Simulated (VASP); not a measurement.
# GaAs (F-43m) in VASP: a series of runs

The runs below take GaAs through single point, with r2SCAN, PBE.

Program: VASP 6.6.1. These are calculated values, not measurements. Logs are shortened: lines on timing, memory, paths and dates and some standing lists are left out, and cuts for length are marked.

## 1. The cell of the first run

The structure is cubic, space group F-43m (No. 216). The conventional cell has a = 5.723 Å, b = 5.723 Å, c = 5.723 Å, α = 90.00°, β = 90.00°, γ = 90.00°. Within 3.3 Å of Ga (site symmetry -43m) lie 4 As at 2.48 Å. As (site symmetry -43m) has 4 Ga at 2.48 Å within 3.3 Å.

## 2. Single point, r2SCAN, non-collinear spin, zero start, spin-orbit coupling (strain +1.0%)

POSCAR

```
GaAs
1.0
    0.0000000000      2.8614159464      2.8614159464
    2.8614159464      0.0000000000      2.8614159464
    2.8614159464      2.8614159464      0.0000000000
Ga As
1 1
Direct
    0.0000000000      0.0000000000      0.0000000000
    0.2500000000      0.2500000000      0.2500000000
```

INCAR.step1

```
SYSTEM = GaAs
  ALGO = Normal
  EDIFF = 1E-4
  ENCUT = 520
  GGA = PE
  GGA_COMPAT = .FALSE.
  ISMEAR = -1
  LASPH = .TRUE.
  LCHARG = .FALSE.
  LREAL = .FALSE.
  LSORBIT = .TRUE.
  LWAVE = .TRUE.
  MAGMOM = 0 0 0 0 0 0
  NBANDS = 30
  NELM = 150
  PREC = Accurate
  SIGMA = 0.02
```

INCAR.step2

```
SYSTEM = GaAs
  ALGO = Normal
  EDIFF = 1E-6
  ENCUT = 520
  GGA_COMPAT = .FALSE.
  ISIF = 2
  ISMEAR = -1
  ISTART = 1
  LASPH = .TRUE.
  LCHARG = .TRUE.
  LMIXTAU = .TRUE.
  LORBIT = 11
  LORBMOM = .TRUE.
  LREAL = .FALSE.
  LSORBIT = .TRUE.
  LVHAR = .TRUE.
  LWAVE = .FALSE.
  MAGMOM = 0 0 0 0 0 0
  METAGGA = R2SCAN
  NBANDS = 30
  NELM = 150
  PREC = Accurate
  SIGMA = 0.02
```

KPOINTS

```
k-points
0
G
  8 8 8
  0 0 0
```

Potentials or basis: VASP PAW PBE potentials, release 64 (Ga_d, As).

The run is started by

```
> cat potpaw_PBE.64/Ga_d/POTCAR potpaw_PBE.64/As/POTCAR > POTCAR
> cp INCAR.step1 INCAR
> mpirun -np 1 vasp_ncl > vasp.out
> cp INCAR.step2 INCAR
> mpirun -np 1 vasp_ncl > vasp.out
```

OUTCAR:

```text
SYSTEM = GaAs
   EDIFF = 1E-6
   ENCUT = 520
   ISIF = 2
   ISMEAR = -1
   ISTART = 1
   LASPH = .TRUE.
   LORBIT = 11
   LREAL = .FALSE.
   LSORBIT = .TRUE.
   METAGGA = R2SCAN
   NELM = 150
   PREC = Accurate

 ion  position               nearest neighbor table
   1  0.000  0.000  0.000-   2 2.48   2 2.48   2 2.48   2 2.48
   2  0.250  0.250  0.250-   1 2.48   1 2.48   1 2.48   1 2.48

  LATTYP: Found a face centered cubic cell.
 ALAT       =     5.7228318928

  Lattice vectors:

 A1 = (   0.0000000000,   2.8614159464,   2.8614159464)
 A2 = (   2.8614159464,   0.0000000000,   2.8614159464)
 A3 = (   2.8614159464,   2.8614159464,   0.0000000000)

Analysis of symmetry for initial positions (statically):
=====================================================================
 Subroutine PRICEL returns:
 Original cell was already a primitive cell.

 Routine SETGRP: Setting up the symmetry group for a
 face centered cubic supercell.

 Subroutine GETGRP returns: Found 24 space group operations
 (whereof 24 operations were pure point group operations)
 out of a pool of 48 trial point group operations.

The static configuration has the point symmetry T_d .

Analysis of symmetry for dynamics (positions and initial velocities):
=====================================================================
 Subroutine PRICEL returns:
 Original cell was already a primitive cell.

 Routine SETGRP: Setting up the symmetry group for a
 face centered cubic supercell.

 Subroutine GETGRP returns: Found 24 space group operations
 (whereof 24 operations were pure point group operations)
 out of a pool of 48 trial point group operations.

The dynamic configuration has the point symmetry T_d .

Analysis of structural, dynamic, and magnetic symmetry:
=====================================================================
 Subroutine PRICEL returns:
 Original cell was already a primitive cell.

 Routine SETGRP: Setting up the symmetry group for a
 face centered cubic supercell.

 Subroutine GETGRP returns: Found 24 space group operations
 (whereof 24 operations were pure point group operations)
 out of a pool of 48 trial point group operations.

The overall configuration has the point symmetry T_d .

 Subroutine INISYM returns: Found 24 space group operations
 (whereof 24 operations are pure point group operations),
 and found     1 'primitive' translations

----------------------------------------------------------------------------------------

                                     Primitive cell

  volume of cell :      46.8568

  direct lattice vectors                    reciprocal lattice vectors
     0.000000000  2.861415946  2.861415946    -0.174738664  0.174738664  0.174738664
     2.861415946  0.000000000  2.861415946     0.174738664 -0.174738664  0.174738664
     2.861415946  2.861415946  0.000000000     0.174738664  0.174738664 -0.174738664

  length of vectors
     4.046653239  4.046653239  4.046653239     0.302656244  0.302656244  0.302656244

  position of ions in fractional coordinates (direct lattice)
     0.000000000  0.000000000  0.000000000
     0.250000000  0.250000000  0.250000000

  ion indices of the primitive-cell ions
   primitive index   ion index
                 1           1
                 2           2

----------------------------------------------------------------------------------------

 KPOINTS: k-points

Automatic generation of k-mesh.
 Grid dimensions read from file:
 generate k-points for:    8    8    8

 Generating k-lattice:

  Cartesian coordinates                     Fractional coordinates (reciprocal lattice)
    -0.021842333  0.021842333  0.021842333     0.125000000  0.000000000  0.000000000
     0.021842333 -0.021842333  0.021842333     0.000000000  0.125000000  0.000000000
     0.021842333  0.021842333 -0.021842333     0.000000000  0.000000000  0.125000000

  Length of vectors
     0.037832031  0.037832031  0.037832031

[... 87 lines left out ...]
   NGX = 15   NGY = 15   NGZ = 15

 number of electron      17.9999984 magnetization       0.0000000      0.0000000      0.0000000

 number of electron      17.9999984 magnetization      -0.0000000     -0.0000000      0.0000000

 number of electron      17.9999984 magnetization       0.0000000      0.0000000     -0.0000000

 Free energy of the ion-electron system (eV)
  ---------------------------------------------------
  ext. energy  EPLUGINS =         0.00000000
  ---------------------------------------------------
  free energy    TOTEN  =       -27.06182537 eV

  energy without entropy =      -27.06182537  energy(sigma->0) =      -27.06182537

 E-fermi :   3.7550     XC(G=0): -10.0812

 val. band max:        3.4486931309   @ k =   0.0000   0.0000   0.0000
 cond. band min:       4.0480314499   @ k =   0.0000   0.0000   0.0000
 fundamental gap:      0.5993383190
 Fermi energy:         3.7549517673

 k-point     1 :       0.0000    0.0000    0.0000
  band No.  band energies     occupation
      1     -12.0824      1.00000
      2     -12.0824      1.00000
      3     -12.0824      1.00000
      4     -12.0824      1.00000
      5     -11.6535      1.00000
      6     -11.6535      1.00000
[... 781 lines left out ...]
     29      15.8524      0.00000
     30      15.8545      0.00000

 [... further k-points ...]
[... 5 lines left out ...]
  --------------------------------------------------------------------------------------
  -------------------------------------------------------------------------------------
  Total       -0.5667371     -0.5667371     -0.5667371      0.0000000     -0.0000000      0.0000000
  in kB      -19.3784591    -19.3784591    -19.3784591      0.0000000     -0.0000000      0.0000000
  external PRESSURE =     -19.3784591 kB  Pullay stress =       0.0000000 kB

 VOLUME and BASIS-vectors are now :
 -----------------------------------------------------------------------------
  energy-cutoff  :      520.00
  volume of cell :       46.86
      direct lattice vectors                 reciprocal lattice vectors
     0.000000000  2.861415946  2.861415946    -0.174738664  0.174738664  0.174738664
     2.861415946  0.000000000  2.861415946     0.174738664 -0.174738664  0.174738664
     2.861415946  2.861415946  0.000000000     0.174738664  0.174738664 -0.174738664

 POSITION                                       TOTAL-FORCE (eV/Angst)
 -----------------------------------------------------------------------------------
      0.00000      0.00000      0.00000        -0.000000     -0.000000     -0.000000
      1.43071      1.43071      1.43071         0.000000      0.000000      0.000000
 -----------------------------------------------------------------------------------
    total drift:                               -0.000002     -0.000002     -0.000002

  FREE ENERGIE OF THE ION-ELECTRON SYSTEM (eV)
  ---------------------------------------------------
  free  energy   TOTEN  =       -27.0618253724 eV

  energy  without entropy=      -27.0618253713  energy(sigma->0) =      -27.06182537

 orbital moment (x)

 # of ion     p       d       tot
 ----------------------------------------
  1         0.000   0.000   0.000
  2         0.000   0.000   0.000
 ----------------------------------------
            0.000   0.000   0.000

 orbital moment (y)

 # of ion     p       d       tot
 ----------------------------------------
  1         0.000   0.000   0.000
  2         0.000  -0.000   0.000
 ----------------------------------------
            0.000  -0.000   0.000

 orbital moment (z)

 # of ion     p       d       tot
 ----------------------------------------
  1         0.000   0.000   0.000
  2        -0.000  -0.000  -0.000
 ----------------------------------------
            0.000   0.000   0.000

 Spin-Orbit-Coupling matrix elements

 Ion:    1  E_soc:     -0.0112220
 l=   1
     0.0000000    -0.0010681    -0.0010681
    -0.0010681     0.0000000    -0.0010681
    -0.0010681    -0.0010681     0.0000000
 l=   2
     0.0000000    -0.0001601     0.0000000    -0.0001601    -0.0006422
    -0.0001601     0.0000000    -0.0004817    -0.0001601    -0.0001606
     0.0000000    -0.0004817     0.0000000    -0.0004817     0.0000000
    -0.0001601    -0.0001601    -0.0004817     0.0000000    -0.0001606
    -0.0006422    -0.0001606     0.0000000    -0.0001606     0.0000000
 l=   3
     0.0000000     0.0000000     0.0000000     0.0000000     0.0000000     0.0000000     0.0000000
     0.0000000     0.0000000     0.0000000     0.0000000     0.0000000     0.0000000     0.0000000
     0.0000000     0.0000000     0.0000000     0.0000000     0.0000000     0.0000000     0.0000000
     0.0000000     0.0000000     0.0000000     0.0000000     0.0000000     0.0000000     0.0000000
     0.0000000     0.0000000     0.0000000     0.0000000     0.0000000     0.0000000     0.0000000
     0.0000000     0.0000000     0.0000000     0.0000000     0.0000000     0.0000000     0.0000000
     0.0000000     0.0000000     0.0000000     0.0000000     0.0000000     0.0000000     0.0000000

 Ion:    2  E_soc:     -0.0229440
 l=   1
     0.0000000    -0.0038168    -0.0038168
    -0.0038168     0.0000000    -0.0038168
    -0.0038168    -0.0038168     0.0000000
 l=   2
     0.0000000    -0.0000037     0.0000000    -0.0000037    -0.0000035
    -0.0000037     0.0000000    -0.0000026    -0.0000037    -0.0000009
     0.0000000    -0.0000026     0.0000000    -0.0000026     0.0000000
    -0.0000037    -0.0000037    -0.0000026     0.0000000    -0.0000009
    -0.0000035    -0.0000009     0.0000000    -0.0000009     0.0000000
 l=   3
     0.0000000     0.0000000     0.0000000     0.0000000     0.0000000     0.0000000     0.0000000
     0.0000000     0.0000000     0.0000000     0.0000000     0.0000000     0.0000000     0.0000000
     0.0000000     0.0000000     0.0000000     0.0000000     0.0000000     0.0000000     0.0000000
     0.0000000     0.0000000     0.0000000     0.0000000     0.0000000     0.0000000     0.0000000
     0.0000000     0.0000000     0.0000000     0.0000000     0.0000000     0.0000000     0.0000000
     0.0000000     0.0000000     0.0000000     0.0000000     0.0000000     0.0000000     0.0000000
     0.0000000     0.0000000     0.0000000     0.0000000     0.0000000     0.0000000     0.0000000

 total charge

# of ion       s       p       d       tot
------------------------------------------
    1        0.847   0.760   9.992  11.599
    2        1.206   1.613   0.030   2.849
--------------------------------------------------
tot          2.053   2.373  10.022  14.448

 magnetization (x)

# of ion       s       p       d       tot
------------------------------------------
    1       -0.000  -0.000   0.000  -0.000
    2       -0.000  -0.000   0.000  -0.000
--------------------------------------------------
tot         -0.000  -0.000   0.000  -0.000

 magnetization (y)

# of ion       s       p       d       tot
------------------------------------------
    1       -0.000   0.000  -0.000  -0.000
    2        0.000   0.000   0.000   0.000
--------------------------------------------------
tot         -0.000   0.000  -0.000   0.000

 magnetization (z)

# of ion       s       p       d       tot
------------------------------------------
    1        0.000  -0.000   0.000   0.000
    2        0.000  -0.000   0.000   0.000
--------------------------------------------------
tot          0.000  -0.000   0.000   0.000
```

It took 18 min on 1 thread of Intel Xeon 8259CL, shared host; peak memory 0.37 GiB.

Results:

```
Free energy                                           : -27.0618 eV
Pressure                                              : -1.9 GPa
Net moment                                            : 0.00 μB per cell
Valence electrons inside the program's atomic spheres : Ga 11.60; As 2.85
```

Moments on the atoms (μB; x, y, z):
```
Ga  0.00 0.00 0.00
As  0.00 0.00 0.00
```

Caveat: the cell differs from its parent crystal (strain +1.0%); the PAW data sets were made with another functional, which shifts forces and pressure a little.

## 3. Single point, PBE (strain -4.0%)

INCAR

```
ALGO = Normal ; EDIFF = 1E-6
ENCUT = 520 ; GGA = PE
ISIF = 2 ; ISMEAR = 0
LASPH = True ; LCHARG = False
LREAL = False ; LWAVE = False
NBANDS = 16 ; NELM = 100
PREC = Accurate ; SIGMA = 0.01
```

KPOINTS

```
k-points
0
Gamma
  4 4 4
```

POSCAR

```
GaAs
1.0
    0.0000000000      2.7197616916      2.7197616916
    2.7197616916      0.0000000000      2.7197616916
    2.7197616916      2.7197616916      0.0000000000
Ga As
1 1
Direct
    0.0000000000      0.0000000000      0.0000000000
    0.2500000000      0.2500000000      0.2500000000
```

Potentials or basis: VASP PAW PBE potentials, release 64 (Ga_d, As).

The run is started by

```
> cat potpaw_PBE.64/Ga_d/POTCAR potpaw_PBE.64/As/POTCAR > POTCAR
> mpirun -np 1 vasp_std > vasp.out
```

Wall time 13 s (1 thread of Intel Xeon Platinum 8175M at 2.50GHz (Skylake/Cascade Lake), shared host); peak memory 0.16 GiB.

The run converged. Its results:

```
Free energy            : -7.7954 eV
Pressure               : 15.4 GPa
Band gap on the k mesh : 1.19 eV (least direct gap 1.42 eV)
```

Levels at points of the mesh, in eV from the valence-band top:
```tsv
k point	band 7	band 8	band 9	band 10	band 11	band 12
(0.00, 0.00, 0.00)	0.00	0.00	0.00	1.42	3.71	3.71
(0.50, 0.00, 0.00)	-7.35	-1.34	-1.34	1.32	4.62	4.62
(0.50, 0.50, 0.00)	-7.43	-3.13	-3.13	1.19	1.54	11.10
```

Caveat: the k points lie up to 0.50 Å⁻¹ apart; the cell differs from its parent crystal (strain -4.0%). A k mesh can miss the band edges.
